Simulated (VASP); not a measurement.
The system is W.

```xyz
1
Lattice="1.5800 1.5800 1.5800 -1.5800 1.5800 1.5800 -1.5800 -1.5800 1.5800" Properties=species:S:1:pos:R:3 pbc="T T T"
W     0.0000    0.0000    0.0000
```

| Item | Value |
| --- | --- |
| Program | VASP 6.6.1 |
| Task | relaxation of cell and atoms |
| Functional | PBE |
| Potentials or basis | VASP PAW PBE potentials, release 64 (W_sv) |
| Cutoff | 600 eV |
| k mesh | 10 × 10 × 10 |
| Occupations | methfessel-paxton, width 0.1 eV |
| Spin | no spin polarisation |

At the start: pressure 8.0 GPa; volume 15.78 Å³/atom.

Problem. How do energy, volume and symmetry change on relaxing?

Solution. Over 3 steps the energy falls by 9.5 meV/atom and the volume is 16.18 Å³/atom (+2.6 %); space group Im-3m (No. 229, to 0.05 Å).

Step by step:
```tsv
step	energy change (eV)	largest force (eV/Å)	pressure (GPa)	volume (Å³)
1	0.0000	0.0000	7.99	15.78
2	0.1011	0.0000	-22.26	17.64
3	-0.0095	0.0000	-0.27	16.18
```

Final structure:
```cif
data_structure
_symmetry_space_group_name_H-M 'P 1'
_symmetry_Int_Tables_number 1
_cell_length_a 2.7600
_cell_length_b 2.7600
_cell_length_c 2.7600
_cell_angle_alpha 70.529
_cell_angle_beta 109.471
_cell_angle_gamma 70.529
_cell_volume 16.18
loop_
_atom_site_label
_atom_site_type_symbol
_atom_site_fract_x
_atom_site_fract_y
_atom_site_fract_z
_atom_site_occupancy
W1 W 0.00000 0.00000 0.00000 1
```
